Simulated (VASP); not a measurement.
# GaP (F-43m) in VASP: notebook, part 2 of 2

VASP 6.6.1.

### Step 4. Single point, r2SCAN+D3(BJ)

This run uses another cell than the first one, of 20.04 Å³/atom, 1.022 times its volume.

Contents of POSCAR:

```
GaP
1.0
    0.0000000000      2.7162452082      2.7162452082
    2.7162452082      0.0000000000      2.7162452082
    2.7162452082      2.7162452082      0.0000000000
Ga P
1 1
Direct
    0.0000000000      0.0000000000      0.0000000000
    0.7500000000      0.7500000000      0.7500000000
```

Contents of INCAR.step1:

```
  PREC = Accurate
  ENCUT = 520
  ISMEAR = 0
  SIGMA = 0.05
  LREAL = F
  LASPH = T
  NELM = 80
  NBANDS = 16
  GGA = PE
  ALGO = Normal
  EDIFF = 1E-4
  LWAVE = T
  LCHARG = F
```

Contents of INCAR.step2:

```
  PREC = Accurate
  ENCUT = 520
  EDIFF = 1E-7
  ISMEAR = 0
  SIGMA = 0.05
  LREAL = F
  LASPH = T
  NELM = 80
  ALGO = Normal
  ISIF = 2
  LWAVE = F
  LCHARG = F
  METAGGA = R2SCAN
  LMIXTAU = T
  IVDW = 12
  VDW_S6 = 1.0
  VDW_S8 = 0.78981345
  VDW_A1 = 0.49484001
  VDW_A2 = 5.73083694
  NBANDS = 16
  ISTART = 1
```

Contents of KPOINTS:

```
Automatic mesh
0
Gamma
  8 8 8
```

Command:

```
> cat potpaw_PBE.64/Ga_d/POTCAR potpaw_PBE.64/P/POTCAR > POTCAR
> cp INCAR.step1 INCAR
> mpirun -np 1 vasp_std > vasp.out
> cp INCAR.step2 INCAR
> mpirun -np 1 vasp_std > vasp.out
```

It took 2.8 min on 1 thread of AMD EPYC 7R13, shared host; peak memory 0.16 GiB.

It converged, with:

| Quantity | Value |
| --- | --- |
| Free energy | -21.7635 eV |
| Pressure | -0.3 GPa |
| Band gap on the k mesh | 1.89 eV, indirect (least direct gap 2.43 eV) |
| Dispersion energy per atom | -0.151 eV |

Levels at points of the mesh, in eV from the valence-band top:
| k point | band 5 | band 6 | band 7 | band 8 | band 9 | band 10 | band 11 | band 12 | band 13 | band 14 |
| --- | --- | --- | --- | --- | --- | --- | --- | --- | --- | --- |
| (0.00, 0.00, 0.00) | -14.89 | -13.10 | 0.00 | 0.00 | 0.00 | 2.43 | 4.19 | 4.19 | 4.19 | 9.51 |
| (0.50, 0.00, 0.00) | -14.88 | -10.90 | -6.90 | -1.18 | -1.18 | 2.07 | 5.05 | 5.05 | 8.86 | 11.72 |
| (0.50, 0.50, 0.00) | -14.87 | -9.95 | -7.01 | -2.83 | -2.83 | 1.89 | 2.09 | 11.43 | 11.43 | 12.11 |

Caveat: three body term missing; the PAW data sets were made with another functional, which shifts forces and pressure a little.

### Step 5. Single point, r2SCAN+D4

This run uses another cell than the first one, of 20.11 Å³/atom, 1.025 times its volume.

Contents of POSCAR:

```
GaP
1.0
    0.0000000000      2.7192319665      2.7192319665
    2.7192319665      0.0000000000      2.7192319665
    2.7192319665      2.7192319665      0.0000000000
Ga P
1 1
Direct
    0.0000000000      0.0000000000      0.0000000000
    0.7500000000      0.7500000000      0.7500000000
```

Edit INCAR.step1 of step 4 so:

```diff
@@ -6,3 +6,3 @@
   LASPH = T
-  NELM = 80
+  NELM = 100
   NBANDS = 16
```

Contents of INCAR.step2:

```
  PREC = Accurate
  ENCUT = 520
  EDIFF = 1E-6
  ISMEAR = 0
  SIGMA = 0.05
  LREAL = F
  LASPH = T
  NELM = 100
  ALGO = Normal
  ISIF = 2
  LWAVE = F
  LCHARG = F
  METAGGA = R2SCAN
  LMIXTAU = T
  IVDW = 13
  VDW_S6 = 1.0
  VDW_S8 = 0.6018749
  VDW_A1 = 0.51559235
  VDW_A2 = 5.77342911
  NBANDS = 16
  ISTART = 1
```

KPOINTS is that of step 4.

Potentials or basis: VASP PAW PBE potentials, release 64 (Ga_d, P).

Command:

```
> cat potpaw_PBE.64/Ga_d/POTCAR potpaw_PBE.64/P/POTCAR > POTCAR
> cp INCAR.step1 INCAR
> mpirun -np 1 vasp_std > vasp.out
> cp INCAR.step2 INCAR
> mpirun -np 1 vasp_std > vasp.out
```

OUTCAR:

```text
PREC = Accurate
   ENCUT = 520
   EDIFF = 1E-6
   ISMEAR = 0
   LREAL = F
   LASPH = T
   NELM = 100
   ISIF = 2
   METAGGA = R2SCAN
   IVDW = 13
   ISTART = 1

 ion  position               nearest neighbor table
   1  0.000  0.000  0.000-   2 2.35   2 2.35   2 2.35   2 2.35
   2  0.750  0.750  0.750-   1 2.35   1 2.35   1 2.35   1 2.35

  LATTYP: Found a face centered cubic cell.
 ALAT       =     5.4384639330

  Lattice vectors:

[... 642 lines left out ...]
 [... further k-points ...]

------------------------ aborting loop because EDIFF is reached ----------------------------------------

  DFT-D4 for vdW energy calculation

  Edisp (eV):   -0.29294

  FORCE on cell =-STRESS in cart. coord.  units (eV):
  Direction    XX          YY          ZZ          XY          YZ          ZX
  --------------------------------------------------------------------------------------
  -------------------------------------------------------------------------------------
  Total      -0.11667    -0.11667    -0.11667     0.00000     0.00000     0.00000
  in kB      -4.64833    -4.64833    -4.64833     0.00000     0.00000     0.00000
  external pressure =       -4.65 kB  Pullay stress =        0.00 kB

 VOLUME and BASIS-vectors are now :
 -----------------------------------------------------------------------------
  energy-cutoff  :      520.00
  volume of cell :       40.21
      direct lattice vectors                 reciprocal lattice vectors
     0.000000000  2.719231967  2.719231967    -0.183875449  0.183875449  0.183875449
     2.719231967  0.000000000  2.719231967     0.183875449 -0.183875449  0.183875449
     2.719231967  2.719231967  0.000000000     0.183875449  0.183875449 -0.183875449

 POSITION                                       TOTAL-FORCE (eV/Angst)
 -----------------------------------------------------------------------------------
      0.00000      0.00000      0.00000        -0.000000     -0.000000     -0.000000
      4.07885      4.07885      4.07885         0.000000      0.000000      0.000000
 -----------------------------------------------------------------------------------
    total drift:                               -0.000011     -0.000011     -0.000011

  FREE ENERGIE OF THE ION-ELECTRON SYSTEM (eV)
  ---------------------------------------------------
  free  energy   TOTEN  =       -21.7555746767 eV

  energy  without entropy=      -21.7555746767  energy(sigma->0) =      -21.75557468
```

Run time: 2.4 min. Hardware: 1 thread of AMD EPYC 7R13, shared host; peak memory 0.15 GiB.

Results:

```
Free energy                : -21.7556 eV
Pressure                   : -0.5 GPa
Band gap on the k mesh     : 1.89 eV, indirect (least direct gap 2.40 eV)
Dispersion energy per atom : -0.146 eV
```

Caveat: the PAW data sets were made with another functional, which shifts forces and pressure a little.

### Step 6. Overview

```csv
level,cell,gap on the mesh (eV),pressure (GPa)
r2SCAN+D4,"a = 3.814 Å, angles 60.0°, 2 atoms",1.85,1.9
r2SCAN+D3(BJ),"a = 3.847 Å, angles 60.0°, 2 atoms",1.89,-0.7
r2SCAN+D3(BJ),"a = 3.841 Å, angles 60.0°, 2 atoms",1.89,-0.3
r2SCAN+D4,"a = 3.846 Å, angles 60.0°, 2 atoms",1.89,-0.5
```

Alike in all rows: task single point; potentials or basis VASP PAW PBE potentials, release 64 (Ga_d, P); no spin polarisation; k mesh 8 × 8 × 8; cutoff (eV) 520; smearing gaussian 0.05 eV.

Caveats: the PAW data sets were made with another functional, which shifts forces and pressure a little; three body term missing (some runs).

Total energies depend on the potentials used, so only differences within one code and one set of settings carry meaning.

### Step 7. How close it comes

Step 3. Against the measured gap of GaP, 2.34 eV (indirect; 10 K; quoted in “Stacking defects in GaP nanowires: Electronic structure and optical properties”, 2018, arxiv:1810.01194), the calculated 1.89 eV is off by -0.45 eV. Spin-orbit coupling on Ga is left out. The value is that of r2SCAN+D3(BJ) on a finite k mesh, which can miss the band edges, without temperature or zero-point motion.

Step 4. Measured gap of GaP: 2.34 eV (indirect; 10 K; quoted in “Stacking defects in GaP nanowires: Electronic structure and optical properties”, 2018, arxiv:1810.01194). This calculation gives 1.89 eV (-0.45 eV). Spin-orbit coupling on Ga is left out. The value is that of r2SCAN+D3(BJ) on a finite k mesh, which can miss the band edges, without temperature or zero-point motion.

Step 5. Against the measured gap of GaP, 2.34 eV (indirect; 10 K; quoted in “Stacking defects in GaP nanowires: Electronic structure and optical properties”, 2018, arxiv:1810.01194), the calculated 1.89 eV is off by -0.45 eV. Spin-orbit coupling on Ga is left out. The value is that of r2SCAN+D4 on a finite k mesh, which can miss the band edges, without temperature or zero-point motion.
